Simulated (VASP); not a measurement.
Crystal: C.

```xyz
2
Lattice="0.0000 1.8068 1.8068 1.8068 0.0000 1.8068 1.8068 1.8068 0.0000" Properties=species:S:1:pos:R:3 pbc="T T T"
C     2.7103    2.7103    2.7103
C     1.8068    1.8068    1.8068
```

Base run:

```yaml
Program: VASP 6.6.1
Functional: r2SCAN
Potentials_or_basis: VASP PAW PBE potentials, release 64 (C)
Cutoff: 520 eV
k_mesh: 13 × 13 × 13
Occupations: fermi-dirac, width 0.05 eV
Spin: no spin polarisation
```

Its results: band gap on the k mesh 4.25 eV, indirect (least direct gap 5.73 eV); pressure -17.6 GPa.

Question: After a change of settings the same cell gave: band gap on the k mesh 4.25 eV, indirect (least direct gap 5.73 eV); pressure -20.0 GPa. Which change was it?
A. functional from r2SCAN to LDA; potentials or basis from VASP PAW PBE potentials, release 64 (C) to VASP PAW LDA potentials, release 64 (C)
B. dispersion from none to rVV10
C. dispersion from none to D3(BJ)
D. functional from r2SCAN to PBEsol; further incar settings from ALGO = Normal; EDIFF = 1e-06; NBANDS = 11 to ALGO = Normal; EDIFF = 1e-07; NBANDS = 11

Answer: C.

Dispersion adds attraction, which lowers the pressure at fixed volume and, as a term added to the energy, leaves the levels alone.

Caveats: the PAW data sets were made with another functional, which shifts forces and pressure a little.
